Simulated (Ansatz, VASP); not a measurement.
## Two plane-wave programs on LuAl3N4

```xyz
8
Lattice="3.2067 0.0000 0.0000 -1.6033 2.7771 0.0000 0.0000 0.0000 10.4971" Properties=species:S:1:pos:R:3 pbc="T T T"
Lu    0.0000    0.0000    9.4756
Al    0.0000    1.8514    6.8705
Al    0.0000    1.8514    1.8718
Al    1.6033    0.9257    4.3757
N     0.0000    1.8514    4.9954
N     0.0000    1.8514   -0.0013
N     1.6033    0.9257    2.4972
N     1.6033    0.9257    7.5630
```

Alike in both runs: functional PBE; k mesh 4 × 4 × 2; occupations gaussian, width 0.15 eV; no spin polarisation.

Ansatz relaxed the structure, and its values are those at the end. VASP's run is a single point on that final structure, the one shown.

|  | VASP | Ansatz |
| --- | --- | --- |
| version | VASP 6.6.1 | Ansatz 0.2.0 |
| potentials or method | VASP PAW PBE potentials, release 64 (Lu, Al, N), cutoff 520 eV | scalar-relativistic, plane waves, PAW |
| valence electrons in the cell | 54 | 54 |

```csv
,VASP,Ansatz,Ansatz less VASP
gap on the k mesh at the Fermi level (eV),2.88,2.88,+0.008
least direct gap on the mesh (eV),2.88,2.88,+0.008
pressure (GPa),0.0,-0.1,-0.18
rms of the force components (eV/Å),0.046,0.012,-0.0334
```

The k mesh is coarse, so the values compare programs but aren't converged. Neither program's run includes spin-orbit coupling.
